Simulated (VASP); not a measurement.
# Te (R-3m) in VASP: a series of runs

The runs below take Te through single point, with PBE.

Program: VASP 6.6.1. These are calculated values, not measurements. Logs are shortened: lines on timing, memory, paths and dates and some standing lists are left out, and cuts for length are marked.

## Step 1: The cell of the first run

It takes space group R-3m (No. 166, trigonal). The conventional cell has a = 4.588 Å, b = 4.588 Å, c = 5.669 Å, α = 90.00°, β = 90.00°, γ = 120.00°. Within 4.3 Å of Te (site symmetry -3m) lie 6 Te at 3.25 Å.

This isn't the form of Te at room conditions, which is trigonal, of chains.

## Step 2: Single point, PBE (34.45 Å³/atom)

INCAR

```
SYSTEM = Te
ALGO     = Normal         ! electronic algorithm
EDIFF    = 1E-7           ! SCF threshold, eV
ENCUT    = 520            ! plane-wave cutoff, eV
GGA      = PE             ! functional
ISIF     = 2              ! what is computed and relaxed
ISMEAR   = 0              ! smearing method
LASPH    = .TRUE.         ! aspherical terms in the spheres
LCHARG   = .FALSE.        ! write CHGCAR
LREAL    = .FALSE.        ! projectors in reciprocal space
LWAVE    = .FALSE.        ! write WAVECAR
NBANDS   = 9              ! bands
NELM     = 100            ! most SCF steps
PREC     = Accurate       ! precision mode
SIGMA    = 0.15           ! smearing width, eV
```

KPOINTS

```
k-points
0
G
  15 15 15
  0 0 0
```

POSCAR

```
Te
1.0
    2.2940780506      1.3244865801      1.8897085595
   -2.2940780506      1.3244865801      1.8897085595
    0.0000000000     -2.6489731601      1.8897085596
Te
1
Direct
    0.5000000000      0.5000000000      0.5000000000
```

Potentials or basis: VASP PAW PBE potentials, release 64 (Te).

Launch:

```sh
cat potpaw_PBE.64/Te/POTCAR > POTCAR
mpirun -np 1 vasp_std > vasp.out
```

OUTCAR:

```text
SYSTEM = Te
   EDIFF = 1E-7
   ENCUT = 520
   GGA = PE
   ISIF = 2
   ISMEAR = 0
   LASPH = .TRUE.
   LREAL = .FALSE.
   NELM = 100
   PREC = Accurate

 ion  position               nearest neighbor table
   1  0.500  0.500  0.500-

  LATTYP: Found a trigonal (rhomboedric) cell.
 ALAT       =     3.2539295080
 COS(alpha) =     0.0058999528

  Lattice vectors:

 A1 = (   2.2940780506,   1.3244865801,   1.8897085595)
 A2 = (  -2.2940780506,   1.3244865801,   1.8897085595)
 A3 = (   0.0000000000,  -2.6489731601,   1.8897085596)

Analysis of symmetry for initial positions (statically):
=====================================================================
 Subroutine PRICEL returns:
 Original cell was already a primitive cell.

 Routine SETGRP: Setting up the symmetry group for a
 trigonal (rhombohedral) supercell.

 Subroutine GETGRP returns: Found 12 space group operations
 (whereof 12 operations were pure point group operations)
 out of a pool of 12 trial point group operations.

The static configuration has the point symmetry D_3d.

Analysis of symmetry for dynamics (positions and initial velocities):
=====================================================================
 Subroutine PRICEL returns:
 Original cell was already a primitive cell.

 Routine SETGRP: Setting up the symmetry group for a
 trigonal (rhombohedral) supercell.

 Subroutine GETGRP returns: Found 12 space group operations
 (whereof 12 operations were pure point group operations)
 out of a pool of 12 trial point group operations.

The dynamic configuration has the point symmetry D_3d.

 Subroutine INISYM returns: Found 12 space group operations
 (whereof 12 operations are pure point group operations),
 and found     1 'primitive' translations

----------------------------------------------------------------------------------------

                                     Primitive cell

  volume of cell :      34.4510

  direct lattice vectors                    reciprocal lattice vectors
     2.294078051  1.324486580  1.889708560     0.217952480  0.125834923  0.176394043
    -2.294078051  1.324486580  1.889708560    -0.217952480  0.125834923  0.176394043
     0.000000000 -2.648973160  1.889708560     0.000000000 -0.251669846  0.176394043

  length of vectors
     3.253929508  3.253929508  3.253929508     0.307331368  0.307331368  0.307331368

[... 80 lines left out ...]
   EDIFFG = 0.1E-05   stopping-criterion for IOM
   NSW    =      0    number of steps for IOM
   IBRION =     -1    ionic relax: 0-MD 1-quasi-New 2-CG
   NFREE  =      0    steps in history (QN), initial steepest desc. (CG)
   ISIF   =      2    stress and relaxation
   ISYM   =      2    0-nonsym 1-usesym 2-fastsym
   POTIM  = 0.5000    time-step for ionic-motion
   TEBEG  =    0.0;   TEEND  =   0.0 temperature during run
   PSTRESS=    0.0 pullay stress
   NELECT =       6.0000    total number of electrons
   NUPDOWN=      -1.0000    fix difference up-down
   EMIN   =  10.00;   EMAX   =-10.00  energy-range for DOS
   EFERMI =   0.00;   METHOD = LEGACY
   ISMEAR =     0;   SIGMA  =   0.15  broadening in eV -4-tet -1-fermi 0-gaus
   EFERMI_NEDOS =   21; number of points for ismear=-14 and -15
   IALGO  =     38    algorithm
   IMIX   =      4    mixing-type and parameters
     AMIX     =   0.40;   BMIX     =  1.00
     AMIX_MAG =   1.60;   BMIX_MAG =  1.00
  volume/ion in A,a.u.               =      34.45       232.49
  Fermi-wavevector in a.u.,A,eV,Ry     =   0.914235  1.727654 11.372105  0.835826
  Thomas-Fermi vector in A             =   2.038839
   LORBIT       =      0    0 simple, 1 ext, 2 COOP (PROOUT), +10 PAW based schemes
   GGA     = PE    functional components
   LHFCALC =     F    Hartree Fock is set to
   AEXX    =    0.0000 exact exchange contribution
   IVDW    =     0    specifies the selected vdW correction
   LEPSILON=     F    determine dielectric tensor
   LRPA    =     F    only Hartree local field effects (RPA)
 non-spin polarized calculation
 Gauss-broadening in eV      SIGMA  =   0.15
  energy-cutoff  :      520.00
  volume of cell :       34.45
 maximum number of plane-waves:       952
   NGX = 13   NGY = 13   NGZ = 13

 number of electron       6.0000001 magnetization

 Free energy of the ion-electron system (eV)
  ---------------------------------------------------
  ext. energy  EPLUGINS =         0.00000000
  ---------------------------------------------------
  free energy    TOTEN  =        -3.09540235 eV

  energy without entropy =       -3.08905552  energy(sigma->0) =       -3.09222894

 E-fermi :   5.7541     XC(G=0):  -9.0578

 val. band max:        5.7502400219   @ k =   0.4000   0.2667   0.2000
 cond. band min:       5.7563921582   @ k =   0.4667   0.2000   0.2000
 fundamental gap:      0.0061521363
 Fermi energy:         5.7541136132

 k-point     1 :       0.0000    0.0000    0.0000
  band No.  band energies     occupation
      1      -7.4497      2.00000
      2       6.8811      0.00000
      3       6.8811      0.00000
      4       6.9183      0.00000
      5      11.8782      0.00000
      6      11.8782      0.00000
      7      12.0600      0.00000
      8      22.8073      0.00000
      9      22.8255      0.00000
[... 265 lines left out ...]
 k-point    24 :       0.2000    0.1333   -0.0000
  band No.  band energies     occupation
      1      -6.8401      2.00000
      2       4.0064      2.00000
      3       5.5369      1.95940
      4       7.4244      0.00000
      5      12.5768      0.00000
      6      14.3459      0.00000
      7      15.7249      0.00000
      8      17.3520      0.00000
      9      19.4365      0.00000

 [... further k-points ...]

------------------------ aborting loop because EDIFF is reached ----------------------------------------

  FORCE on cell =-STRESS in cart. coord.  units (eV):
  Direction    XX          YY          ZZ          XY          YZ          ZX
  --------------------------------------------------------------------------------------
  -------------------------------------------------------------------------------------
  Total       -0.4943750     -0.4943750     -0.5127489      0.0000000      0.0000000      0.0000000
  in kB      -22.9913910    -22.9913910    -23.8458896      0.0000000      0.0000000      0.0000000
  external PRESSURE =     -23.2762239 kB  Pullay stress =       0.0000000 kB

 VOLUME and BASIS-vectors are now :
 -----------------------------------------------------------------------------
  energy-cutoff  :      520.00
  volume of cell :       34.45
      direct lattice vectors                 reciprocal lattice vectors
     2.294078051  1.324486580  1.889708560     0.217952480  0.125834923  0.176394043
    -2.294078051  1.324486580  1.889708560    -0.217952480  0.125834923  0.176394043
     0.000000000 -2.648973160  1.889708560     0.000000000 -0.251669846  0.176394043

 POSITION                                       TOTAL-FORCE (eV/Angst)
 -----------------------------------------------------------------------------------
      0.00000      0.00000      2.83456         0.000000     -0.000000     -0.000000
 -----------------------------------------------------------------------------------
    total drift:                                0.000000      0.000000     -0.000000

  FREE ENERGIE OF THE ION-ELECTRON SYSTEM (eV)
  ---------------------------------------------------
  free  energy   TOTEN  =        -3.0954023483 eV

  energy  without entropy=       -3.0890555219  energy(sigma->0) =       -3.09222894
```

Wall time 18 s (1 thread of Intel Xeon 6975P-C (Granite Rapids), shared host); peak memory 0.22 GiB.

What came out:

```
Free energy            : -3.0954 eV
Pressure               : -2.3 GPa
Band gap on the k mesh : zero (bands 3 and 4 overlap by 5.07 eV)
```

Caveat: spin-orbit coupling is left out, which moves the levels of the heavy elements.

## Step 3: Single point, PBE (34.45 Å³/atom)

INCAR

```
PREC = Accurate
ENCUT = 520
EDIFF = 1E-7
ISMEAR = 0
SIGMA = 0.15
LREAL = False
LASPH = True
NELM = 100
ALGO = Normal
ISIF = 2
LWAVE = False
LCHARG = False
GGA = PE
NBANDS = 9
```

KPOINTS

```
Automatic mesh
0
Gamma
  15 15 15
```

POSCAR

```
Te
1.0
    2.3146198918      1.3363464176      1.8563157408
   -2.3146198918      1.3363464176      1.8563157408
    0.0000000000     -2.6726928351      1.8563157408
Te
1
Direct
    0.5000000000      0.5000000000      0.5000000000
```

Potentials or basis: VASP PAW PBE potentials, release 64 (Te).

Launch:

```sh
cat potpaw_PBE.64/Te/POTCAR > POTCAR
mpirun -np 1 vasp_std > vasp.out
```

Wall time 16 s (1 thread of Intel Xeon 6975P-C (Granite Rapids), shared host); peak memory 0.21 GiB.

It converged, with:

```yaml
Free_energy: -3.0952 eV
Pressure: -2.3 GPa
Band_gap_on_the_k_mesh: zero (bands 3 and 4 overlap by 4.98 eV)
```

Stress tensor (GPa, compression positive):
```
-2.39  0.00  0.00
 0.00 -2.39  0.00
 0.00  0.00 -2.22
```

Levels at points of the mesh, in eV from the Fermi level:
```
           k point  band 1  band 2  band 3  band 4  band 5  band 6  band 7
(0.00, 0.00, 0.00)  -13.20    1.09    1.17    1.17    6.13    6.13    6.31
```

Caveat: spin-orbit coupling is left out, which moves the levels of the heavy elements.

## Step 4: Single point, PBE (34.45 Å³/atom)

INCAR

```
  ALGO = Normal
  EDIFF = 1E-6
  ENCUT = 520
  GGA = PE
  ISIF = 2
  ISMEAR = 0
  LASPH = T
  LCHARG = F
  LREAL = F
  LWAVE = F
  NBANDS = 9
  NELM = 100
  PREC = Accurate
  SIGMA = 0.15
```

KPOINTS

```
k-points
0
Gamma
  15 15 15
```

POSCAR

```
Te
1.0
    2.2737721817      1.3127629812      1.9236112657
   -2.2737721817      1.3127629812      1.9236112657
    0.0000000000     -2.6255259624      1.9236112658
Te
1
Direct
    0.5000000000      0.5000000000      0.5000000000
```

Launch:

```sh
cat potpaw_PBE.64/Te/POTCAR > POTCAR
mpirun -np 1 vasp_std > vasp.out
```

Wall time 16 s (1 thread of Intel Xeon 6975P-C (Granite Rapids), shared host); peak memory 0.21 GiB.

It converged, with:

```
Free energy            : -3.0945 eV
Pressure               : -2.4 GPa
Band gap on the k mesh : zero (bands 3 and 4 overlap by 4.94 eV)
```

Stress tensor (GPa, compression positive):
```
-2.24  0.00  0.00
 0.00 -2.24  0.00
 0.00  0.00 -2.62
```

Levels at points of the mesh, in eV from the Fermi level:
```csv
k point,band 1,band 2,band 3,band 4,band 5,band 6,band 7,band 8
"(0.00, 0.00, 0.00)",-13.20,1.10,1.10,1.25,6.14,6.14,6.31,16.96
```

Caveat: spin-orbit coupling is left out, which moves the levels of the heavy elements.

## Step 5: Single point, PBE (35.32 Å³/atom)

This run uses another cell than the first one, of 35.32 Å³/atom.

INCAR

```
PREC     = Accurate       # precision mode
ENCUT    = 520            # plane-wave cutoff, eV
EDIFF    = 1E-6           # SCF threshold, eV
ISMEAR   = 0              # smearing method
SIGMA    = 0.15           # smearing width, eV
LREAL    = False          # projectors in reciprocal space
LASPH    = True           # aspherical terms in the spheres
NELM     = 60             # most SCF steps
ALGO     = Normal         # electronic algorithm
ISIF     = 2              # what is computed and relaxed
LWAVE    = False          # write WAVECAR
LCHARG   = False          # write CHGCAR
GGA      = PE             # functional
NBANDS   = 9              # bands
```

KPOINTS

```
regular mesh
0
Gamma
  15 15 15
```

POSCAR

```
Te
1.0
    2.3132723805      1.3355684316      1.9055195688
   -2.3132723805      1.3355684316      1.9055195688
    0.0000000000     -2.6711368631      1.9055195689
Te
1
Direct
    0.5000000000      0.5000000000      0.5000000000
```

Launch:

```sh
cat potpaw_PBE.64/Te/POTCAR > POTCAR
mpirun -np 1 vasp_std > vasp.out
```

It took 15 s on 1 thread of Intel Xeon 6975P-C (Granite Rapids), shared host; peak memory 0.22 GiB.

Results (log left out):

```
Free energy            : -3.0802 eV
Pressure               : -3.2 GPa
Band gap on the k mesh : zero (bands 3 and 4 overlap by 4.90 eV)
```

Stress tensor (GPa, compression positive):
```
-3.20  0.00  0.00
 0.00 -3.20  0.00
 0.00  0.00 -3.31
```

Levels at points of the mesh, in eV from the Fermi level:
```csv
k point,band 1,band 2,band 3,band 4,band 5,band 6,band 7
"(0.00, 0.00, 0.00)",-13.03,1.10,1.10,1.14,6.16,6.16,6.22
```

Caveat: the cell stands under tension; spin-orbit coupling is left out, which moves the levels of the heavy elements.

## Step 6: The runs side by side

```csv
cell,gap on the mesh (eV),pressure (GPa)
"a = 3.254 Å, angles 89.7°, 1 atom",none,-2.3
"a = 3.254 Å, angles 90.7°, 1 atom",none,-2.3
"a = 3.255 Å, angles 88.6°, 1 atom",none,-2.4
"a = 3.281 Å, angles 89.7°, 1 atom",none,-3.2
```

Alike in all rows: task single point; level PBE; potentials or basis VASP PAW PBE potentials, release 64 (Te); no spin polarisation; k mesh 15 × 15 × 15; cutoff (eV) 520; smearing gaussian 0.15 eV.

Caveats: spin-orbit coupling is left out, which moves the levels of the heavy elements; the cell stands under tension (at least some runs).

Total energies depend on the potentials used, so only differences within one code and one set of settings carry meaning.
